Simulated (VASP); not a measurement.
# SrO (kl) (P6_3/mmc) in VASP: further runs

The runs below take SrO (kl) through single point, relaxation of cell and atoms, with LDA.

All numbers are computed with VASP 6.6.1; they aren't measurements. Logs are shortened: lines on timing, memory, paths and dates and some standing lists are left out, and cuts for length are marked.

## (1) The cell of the first run

Symmetry: P6_3/mmc, No. 194, hexagonal system. The conventional cell has a = 4.190 Å, b = 4.190 Å, c = 5.050 Å, α = 90.00°, β = 90.00°, γ = 120.00°. Within 3.2 Å of Sr (site symmetry -6m2) lie 5 O at 2.42 to 2.52 Å. Within 3.2 Å of O (site symmetry -6m2) lie 5 Sr at 2.42 to 2.52 Å.

## (2) Single point, LDA

INCAR reads:

```
PREC = Accurate ; ENCUT = 520
EDIFF = 1E-6 ; ISMEAR = 0
SIGMA = 0.02 ; LREAL = False
LASPH = True ; NELM = 100
ALGO = Normal ; ISIF = 2
LWAVE = False ; LCHARG = False
GGA = CA ; NBANDS = 24
```

KPOINTS reads:

```
regular mesh
0
Gamma
  9 9 6
```

POSCAR reads:

```
SrO
1.0
    4.1897067685     -0.0000000028      0.0000000000
   -2.0948533818      3.6283924974      0.0000000000
    0.0000000000      0.0000000000      5.0497933329
Sr O
2 2
Direct
    0.3333333333      0.6666666667      0.7500000000
    0.6666666667      0.3333333333      0.2500000000
    0.3333333333      0.6666666667      0.2500000000
    0.6666666667      0.3333333333      0.7500000000
```

Potentials or basis: VASP PAW LDA potentials, release 64 (Sr_sv, O).

Started as:

```sh
cat potpaw_LDA.64/Sr_sv/POTCAR potpaw_LDA.64/O/POTCAR > POTCAR
mpirun -np 1 vasp_std > vasp.out
```

OUTCAR:

```text
PREC = Accurate
   ENCUT = 520
   EDIFF = 1E-6
   ISMEAR = 0
   LREAL = False
   LASPH = True
   NELM = 100
   ISIF = 2
   GGA = CA

 ion  position               nearest neighbor table
   1  0.333  0.667  0.750-   4 2.42   4 2.42   4 2.42   3 2.52   3 2.52   2 3.50   2 3.50   2 3.50
                             2 3.50   2 3.50   2 3.50
   2  0.667  0.333  0.250-   3 2.42   3 2.42   3 2.42   4 2.52   4 2.52   1 3.50   1 3.50   1 3.50
                             1 3.50   1 3.50   1 3.50
   3  0.333  0.667  0.250-   2 2.42   2 2.42   2 2.42   1 2.52   1 2.52
   4  0.667  0.333  0.750-   1 2.42   1 2.42   1 2.42   2 2.52   2 2.52

  LATTYP: Found a hexagonal cell.
 ALAT       =     4.1897067685
 C/A-ratio  =     1.2052856231

  Lattice vectors:

 A1 = (   4.1897067685,  -0.0000000028,   0.0000000000)
 A2 = (  -2.0948533818,   3.6283924974,   0.0000000000)
 A3 = (   0.0000000000,   0.0000000000,   5.0497933329)

Analysis of symmetry for initial positions (statically):
=====================================================================
 Subroutine PRICEL returns:
 Original cell was already a primitive cell.

 Routine SETGRP: Setting up the symmetry group for a
 hexagonal supercell.

 Subroutine GETGRP returns: Found 24 space group operations
 (whereof 12 operations were pure point group operations)
 out of a pool of 24 trial point group operations.

The static configuration has the point symmetry D_3d.
 The point group associated with its full space group is D_6h.

Analysis of symmetry for dynamics (positions and initial velocities):
=====================================================================
 Subroutine PRICEL returns:
 Original cell was already a primitive cell.

 Routine SETGRP: Setting up the symmetry group for a
 hexagonal supercell.

 Subroutine GETGRP returns: Found 24 space group operations
 (whereof 12 operations were pure point group operations)
 out of a pool of 24 trial point group operations.

The dynamic configuration has the point symmetry D_3d.
 The point group associated with its full space group is D_6h.

 Subroutine INISYM returns: Found 24 space group operations
 (whereof 12 operations are pure point group operations),
 and found     1 'primitive' translations

----------------------------------------------------------------------------------------

                                     Primitive cell

  volume of cell :      76.7665

  direct lattice vectors                    reciprocal lattice vectors
     4.189706768 -0.000000003  0.000000000     0.238680188  0.137802071  0.000000000
    -2.094853382  3.628392497  0.000000000     0.000000000  0.275604142  0.000000000
     0.000000000  0.000000000  5.049793333     0.000000000  0.000000000  0.198027906

  length of vectors
     4.189706768  4.189706769  5.049793333     0.275604142  0.275604142  0.198027906

  position of ions in fractional coordinates (direct lattice)
     0.333333333  0.666666667  0.750000000
     0.666666667  0.333333333  0.250000000
     0.333333333  0.666666667  0.250000000
     0.666666667  0.333333333  0.750000000

  ion indices of the primitive-cell ions
   primitive index   ion index
                 1           1
                 2           2
                 3           3
                 4           4

----------------------------------------------------------------------------------------

 KPOINTS: regular mesh

Automatic generation of k-mesh.
 Grid dimensions read from file:
 generate k-points for:    9    9    6

 Generating k-lattice:

  Cartesian coordinates                     Fractional coordinates (reciprocal lattice)
     0.026520021  0.015311341  0.000000000     0.111111111  0.000000000  0.000000000
     0.000000000  0.030622682  0.000000000     0.000000000  0.111111111  0.000000000
     0.000000000  0.000000000  0.033004651     0.000000000  0.000000000  0.166666667

  Length of vectors
     0.030622682  0.030622682  0.033004651

  Shift w.r.t. Gamma in fractional coordinates (k-lattice)
     0.000000000  0.000000000  0.000000000

 Subroutine IBZKPT returns following result:
 ===========================================

 Found     48 irreducible k-points:

 Following reciprocal coordinates:
            Coordinates               Weight
  0.000000  0.000000  0.000000      1.000000
  0.111111 -0.000000  0.000000      6.000000
  0.222222  0.000000  0.000000      6.000000
  0.333333 -0.000000  0.000000      6.000000
  0.444444  0.000000  0.000000      6.000000
  0.111111  0.111111  0.000000      6.000000
[... 16 lines left out ...]
  0.333333  0.222222  0.166667     24.000000
  0.333333  0.333333  0.166667      4.000000
 [... further k-points ...]
   k-points           NKPTS =     48   k-points in BZ     NKDIM =     48   number of bands    NBANDS=     24
   number of dos      NEDOS =    301   number of ions     NIONS =      4
   total plane-waves  NPLWV =  40960
   dimension x,y,z NGX =    32 NGY =   32 NGZ =   40
   dimension x,y,z NGXF=    64 NGYF=   64 NGZF=   80
   ions per type =               2   2
   NGX,Y,Z   is equivalent  to a cutoff of  12.70, 12.70, 13.17 a.u.
   NGXF,Y,Z  is equivalent  to a cutoff of  25.39, 25.39, 26.34 a.u.
 SYSTEM =  unknown system
   PREC   = accura    normal or accurate (medium, high low for compatibility)
   ISTART =      0    job   : 0-new  1-cont  2-samecut
   ICHARG =      2    charge: 1-file 2-atom 10-const
   ISPIN  =      1    spin polarized calculation?
   LNONCOLLINEAR =      F non collinear calculations
   LSORBIT =      F    spin-orbit coupling
   LASPH  =      T    aspherical Exc in radial PAW
   ENCUT  =  520.0 eV  38.22 Ry    6.18 a.u.   7.79  7.79  9.39*2*pi/ulx,y,z
   NELM   =    100;   NELMIN=  2; NELMDL= -5     # of ELM steps
   EDIFF  = 0.1E-05   stopping-criterion for ELM
   LREAL  =      F    real-space projection
   EDIFFG = 0.1E-04   stopping-criterion for IOM
   NSW    =      0    number of steps for IOM
   IBRION =     -1    ionic relax: 0-MD 1-quasi-New 2-CG
   NFREE  =      0    steps in history (QN), initial steepest desc. (CG)
   ISIF   =      2    stress and relaxation
   ISYM   =      2    0-nonsym 1-usesym 2-fastsym
   POTIM  = 0.5000    time-step for ionic-motion
   TEBEG  =    0.0;   TEEND  =   0.0 temperature during run
   PSTRESS=    0.0 pullay stress
   NELECT =      32.0000    total number of electrons
   NUPDOWN=      -1.0000    fix difference up-down
   EMIN   =  10.00;   EMAX   =-10.00  energy-range for DOS
   EFERMI =   0.00;   METHOD = LEGACY
   ISMEAR =     0;   SIGMA  =   0.02  broadening in eV -4-tet -1-fermi 0-gaus
   EFERMI_NEDOS =   21; number of points for ismear=-14 and -15
   IALGO  =     38    algorithm
   IMIX   =      4    mixing-type and parameters
     AMIX     =   0.40;   BMIX     =  1.00
     AMIX_MAG =   1.60;   BMIX_MAG =  1.00
  volume/ion in A,a.u.               =      19.19       129.51
  Fermi-wavevector in a.u.,A,eV,Ry     =   1.222928  2.310999 20.348242  1.495554
  Thomas-Fermi vector in A             =   2.358058
   LORBIT       =      0    0 simple, 1 ext, 2 COOP (PROOUT), +10 PAW based schemes
   GGA     = CA    functional components
   LHFCALC =     F    Hartree Fock is set to
   AEXX    =    0.0000 exact exchange contribution
   IVDW    =     0    specifies the selected vdW correction
   LEPSILON=     F    determine dielectric tensor
   LRPA    =     F    only Hartree local field effects (RPA)
 non-spin polarized calculation
 Gauss-broadening in eV      SIGMA  =   0.02
  energy-cutoff  :      520.00
  volume of cell :       76.77
 maximum number of plane-waves:      2084
 NGX is ok and might be reduce to    32
   NGX = 15   NGY = 15   NGZ = 19

 number of electron      32.0000004 magnetization

 Free energy of the ion-electron system (eV)
  ---------------------------------------------------
  ext. energy  EPLUGINS =         0.00000000
  ---------------------------------------------------
  free energy    TOTEN  =       -26.39736927 eV

  energy without entropy =      -26.39736927  energy(sigma->0) =      -26.39736927

 E-fermi :   0.8367     XC(G=0):  -9.7256

 val. band max:        0.6758098102   @ k =   0.0000   0.0000   0.0000
 cond. band min:       3.2995842824   @ k =   0.0000   0.0000   0.0000
 fundamental gap:      2.6237744723
 Fermi energy:         0.8367191125

 k-point     1 :       0.0000    0.0000    0.0000
  band No.  band energies     occupation
      1     -31.2337      2.00000
      2     -31.0089      2.00000
      3     -14.1280      2.00000
      4     -14.0955      2.00000
      5     -14.0223      2.00000
      6     -13.5115      2.00000
[... 16 lines left out ...]
     23       9.5303      0.00000
     24       9.7507      0.00000

 k-point     2 :       0.1111   -0.0000    0.0000
  band No.  band energies     occupation
      1     -31.2248      2.00000
      2     -31.0119      2.00000
      3     -14.4306      2.00000
      4     -14.3358      2.00000
      5     -13.9915      2.00000
      6     -13.5344      2.00000
[... 16 lines left out ...]
     23       9.3187      0.00000
     24       9.4820      0.00000

 k-point     3 :       0.2222    0.0000    0.0000
  band No.  band energies     occupation
      1     -31.2005      2.00000
      2     -31.0214      2.00000
      3     -14.8452      2.00000
      4     -14.7269      2.00000
      5     -13.9045      2.00000
      6     -13.5888      2.00000
[... 16 lines left out ...]
     23       9.3349      0.00000
     24       9.5304      0.00000
[... 514 lines left out ...]
 k-point    23 :       0.3333    0.2222    0.1667
  band No.  band energies     occupation
      1     -31.1161      2.00000
      2     -31.0716      2.00000
      3     -15.4728      2.00000
      4     -15.4198      2.00000
      5     -13.7772      2.00000
      6     -13.4104      2.00000
[... 16 lines left out ...]
     23       9.7457      0.00000
     24      10.2089      0.00000

 k-point    24 :       0.3333    0.3333    0.1667
  band No.  band energies     occupation
      1     -31.0924      2.00000
      2     -31.0924      2.00000
      3     -15.4757      2.00000
      4     -15.4757      2.00000
      5     -13.8217      2.00000
      6     -13.3015      2.00000
[... 16 lines left out ...]
     23       9.6034      0.00000
     24      10.5375      0.00000

 [... further k-points ...]

------------------------ aborting loop because EDIFF is reached ----------------------------------------

  FORCE on cell =-STRESS in cart. coord.  units (eV):
  Direction    XX          YY          ZZ          XY          YZ          ZX
  --------------------------------------------------------------------------------------
  -------------------------------------------------------------------------------------
  Total        0.3133702      0.3133702      0.3329101      0.0000000     -0.0000000      0.0000000
  in kB        6.5402863      6.5402863      6.9480995      0.0000000     -0.0000000      0.0000000
  external PRESSURE =       6.6762240 kB  Pullay stress =       0.0000000 kB

 VOLUME and BASIS-vectors are now :
 -----------------------------------------------------------------------------
  energy-cutoff  :      520.00
  volume of cell :       76.77
      direct lattice vectors                 reciprocal lattice vectors
     4.189706768 -0.000000003  0.000000000     0.238680188  0.137802071  0.000000000
    -2.094853382  3.628392497  0.000000000     0.000000000  0.275604142  0.000000000
     0.000000000  0.000000000  5.049793333     0.000000000  0.000000000  0.198027906

 POSITION                                       TOTAL-FORCE (eV/Angst)
 -----------------------------------------------------------------------------------
      0.00000      2.41893      3.78734        -0.000000     -0.000000      0.000000
      2.09485      1.20946      1.26245         0.000000      0.000000      0.000000
      0.00000      2.41893      1.26245        -0.000000      0.000000      0.000000
      2.09485      1.20946      3.78734         0.000000     -0.000000      0.000000
 -----------------------------------------------------------------------------------
    total drift:                               -0.000000      0.000000     -0.000000

  FREE ENERGIE OF THE ION-ELECTRON SYSTEM (eV)
  ---------------------------------------------------
  free  energy   TOTEN  =       -26.3973692728 eV

  energy  without entropy=      -26.3973692728  energy(sigma->0) =      -26.39736927
```

Run time: 36 s. Hardware: 1 thread of Intel Xeon Platinum 8559C (Emerald Rapids), shared host; peak memory 0.21 GiB.

Results:

```yaml
Free_energy: -26.3974 eV
Pressure: 0.7 GPa
Band_gap_on_the_k_mesh: 2.62 eV, direct
```

A k mesh can miss the band edges.

(Continued in part 2 of 2.)
